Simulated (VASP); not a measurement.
# W (Fd-3m) in VASP: further runs, part 2 of 2

VASP 6.6.1. The steps go on from the part before.

### Step 4. Single point, PBEsol (volume scaled by 0.68)

INCAR reads:

```
  PREC = Accurate
  ENCUT = 520
  EDIFF = 1E-6
  ISMEAR = -1
  SIGMA = 0.1
  LREAL = False
  LASPH = True
  NELM = 80
  ALGO = Normal
  ISIF = 2
  LWAVE = False
  LCHARG = False
  GGA = PS
  NBANDS = 21
```

KPOINTS reads:

```
Automatic mesh
0
Gamma
  14 14 14
```

POSCAR reads:

```
W
1.0
    0.0000000000      2.5316570973      2.5316570973
    2.5316570973      0.0000000000      2.5316570973
    2.5316570973      2.5316570973      0.0000000000
W
2
Direct
   -0.1250000000     -0.1250000000     -0.1250000000
    0.1250000000      0.1250000000      0.1250000000
```

Potentials or basis: VASP PAW PBE potentials, release 64 (W_sv).

On the command line:

```console
$ cat potpaw_PBE.64/W_sv/POTCAR > POTCAR
$ mpirun -np 1 vasp_std > vasp.out
```

OUTCAR:

```text
PREC = Accurate
   ENCUT = 520
   EDIFF = 1E-6
   ISMEAR = -1
   LREAL = False
   LASPH = True
   NELM = 80
   ISIF = 2
   GGA = PS

 ion  position               nearest neighbor table
   1  0.875  0.875  0.875-   2 2.19   2 2.19   2 2.19   2 2.19
   2  0.125  0.125  0.125-   1 2.19   1 2.19   1 2.19   1 2.19

  LATTYP: Found a face centered cubic cell.
 ALAT       =     5.0633141946

  Lattice vectors:

 A1 = (   0.0000000000,   2.5316570973,   2.5316570973)
 A2 = (   2.5316570973,   0.0000000000,   2.5316570973)
 A3 = (   2.5316570973,   2.5316570973,   0.0000000000)
[... 188 lines left out ...]
      4     -28.7170      2.00000
      5     -28.7170      2.00000
      6     -26.1430      2.00000
[... 565 lines left out ...]
     20      21.4751      0.00000
     21      22.9887      0.00000

 [... further k-points ...]
[... 5 lines left out ...]
  --------------------------------------------------------------------------------------
  -------------------------------------------------------------------------------------
  Total       22.8678690     22.8678690     22.8678690     -0.0000000      0.0000000      0.0000000
  in kB     1128.9940075   1128.9940075   1128.9940075     -0.0000000      0.0000000      0.0000000
  external PRESSURE =    1128.9940075 kB  Pullay stress =       0.0000000 kB

 VOLUME and BASIS-vectors are now :
 -----------------------------------------------------------------------------
  energy-cutoff  :      520.00
  volume of cell :       32.45
      direct lattice vectors                 reciprocal lattice vectors
     0.000000000  2.531657097  2.531657097    -0.197499101  0.197499101  0.197499101
     2.531657097  0.000000000  2.531657097     0.197499101 -0.197499101  0.197499101
     2.531657097  2.531657097  0.000000000     0.197499101  0.197499101 -0.197499101

 POSITION                                       TOTAL-FORCE (eV/Angst)
 -----------------------------------------------------------------------------------
      4.43040      4.43040      4.43040        -0.000000     -0.000000     -0.000000
      0.63291      0.63291      0.63291         0.000000      0.000000      0.000000
 -----------------------------------------------------------------------------------
    total drift:                                0.000000     -0.000000     -0.000000

  FREE ENERGIE OF THE ION-ELECTRON SYSTEM (eV)
  ---------------------------------------------------
  free  energy   TOTEN  =       -18.0757861640 eV

  energy  without entropy=      -18.0300963976  energy(sigma->0) =      -18.05294128
```

OSZICAR:

```text
N       E                     dE             d eps       ncg     rms          rms(c)
DAV:   1     0.315857379308E+03    0.31586E+03   -0.17253E+04  4368   0.157E+03
DAV:   2    -0.822708400187E+01   -0.32408E+03   -0.31413E+03  4789   0.475E+02
DAV:   3    -0.183107707031E+02   -0.10084E+02   -0.99060E+01  4942   0.855E+01
DAV:   4    -0.184084393612E+02   -0.97669E-01   -0.97537E-01  4881   0.884E+00
DAV:   5    -0.184095848708E+02   -0.11455E-02   -0.11454E-02  4898   0.973E-01    0.433E+01
DAV:   6    -0.181897178824E+02    0.21987E+00   -0.45349E-02  4583   0.208E+00    0.249E+01
DAV:   7    -0.180755413793E+02    0.11418E+00   -0.93456E-02  4618   0.286E+00    0.137E-01
DAV:   8    -0.180757940532E+02   -0.25267E-03   -0.43400E-03  5029   0.557E-01    0.175E-01
DAV:   9    -0.180757849291E+02    0.91240E-05   -0.58727E-05  4818   0.700E-02    0.918E-02
DAV:  10    -0.180757868639E+02   -0.19348E-05   -0.11087E-05  4981   0.338E-02    0.703E-03
DAV:  11    -0.180757861640E+02    0.69994E-06   -0.85107E-07  2559   0.819E-03
   1 F= -.18075786E+02 E0= -.18052941E+02  d E =-.456898E-01
```

stdout:

```text
POSCAR found type information on POSCAR W
 POSCAR found :  1 types and       2 ions
 scaLAPACK will be used
 -----------------------------------------------------------------------------
|                                                                             |
|                                                                             |
|     You enforced a specific xc type in the INCAR file but a different       |
|     I HOPE YOU KNOW WHAT YOU ARE DOING!                                     |
|                                                                             |
 -----------------------------------------------------------------------------

 LDA part: xc-table for (Slater+PW92), standard interpolation
 POSCAR, INCAR and KPOINTS ok, starting setup
 FFT: planning ... GRIDC
 FFT: planning ... GRID_SOFT
 FFT: planning ... GRID
 WAVECAR not read
 entering main loop
```

Wall time 58 s (1 thread of Intel Xeon Platinum 8259CL at 2.50GHz (Skylake/Cascade Lake), shared host); peak memory 0.19 GiB.

Results:

* Free energy: -18.0758 eV
* Pressure: 112.9 GPa
* Band gap on the k mesh: zero (band 14 reaches 10.67 eV, above the bottom of band 15 at 9.65 eV)

Caveat: the PAW data sets were made with another functional, which shifts forces and pressure a little; spin-orbit coupling is left out, which moves the levels of the heavy elements.

### Step 5. Single point, PBEsol (volume scaled by 0.76)

INCAR reads:

```
  ALGO = Normal
  EDIFF = 1E-6
  ENCUT = 520
  GGA = PS
  ISIF = 2
  ISMEAR = -1
  LASPH = T
  LCHARG = T
  LELF = T
  LREAL = F
  LVHAR = T
  LWAVE = F
  NBANDS = 21
  NELM = 60
  PREC = Accurate
  SIGMA = 0.1
```

KPOINTS reads:

```
k-points
0
Gamma
  14 14 14
```

POSCAR reads:

```
W
1.0
    0.0000000000      2.6272804958      2.6272804958
    2.6272804958      0.0000000000      2.6272804958
    2.6272804958      2.6272804958      0.0000000000
W
2
Direct
   -0.1250000000     -0.1250000000     -0.1250000000
    0.1250000000      0.1250000000      0.1250000000
```

On the command line:

```console
$ cat potpaw_PBE.64/W_sv/POTCAR > POTCAR
$ mpirun -np 1 vasp_std > vasp.out
```

Run time: 64 s. Hardware: 1 thread of Intel Xeon Platinum 8259CL at 2.50GHz (Skylake/Cascade Lake), shared host; peak memory 0.19 GiB.

The run converged. Its results:

```
Free energy            : -20.1390 eV
Pressure               : 64.1 GPa
Band gap on the k mesh : zero (band 14 reaches 9.17 eV, above the bottom of band 15 at 8.16 eV)
```

Levels at points of the mesh, in eV from the Fermi level:
```tsv
k point	band 10	band 11	band 12	band 13	band 14	band 15	band 16	band 17	band 18	band 19
(0.00, 0.00, 0.00)	-3.37	-3.37	-1.57	-1.57	-1.57	1.94	1.94	1.94	7.36	7.36
(0.50, 0.00, 0.00)	-3.41	-3.03	-3.03	-2.11	-2.11	0.09	3.70	3.70	5.78	5.78
(0.50, 0.50, 0.00)	-4.62	-2.04	-2.04	-0.64	-0.64	0.76	0.76	6.01	6.01	6.19
```

Caveat: the PAW data sets were made with another functional, which shifts forces and pressure a little; spin-orbit coupling is left out, which moves the levels of the heavy elements.

### Step 6. Overview

```tsv
cell	gap on the mesh (eV)	pressure (GPa)
a = 3.274 Å, angles 60.0°, 2 atoms	none	333.6
a = 3.434 Å, angles 60.0°, 2 atoms	none	194.2
a = 3.580 Å, angles 60.0°, 2 atoms	none	112.9
a = 3.716 Å, angles 60.0°, 2 atoms	none	64.1
```

Alike in all rows: task single point; level PBEsol; potentials or basis VASP PAW PBE potentials, release 64 (W_sv); no spin polarisation; k mesh 14 × 14 × 14; cutoff (eV) 520; smearing fermi-dirac 0.1 eV.

Caveats: the PAW data sets were made with another functional, which shifts forces and pressure a little; spin-orbit coupling is left out, which moves the levels of the heavy elements.

Absolute energies hang on the potentials; compare differences alone.
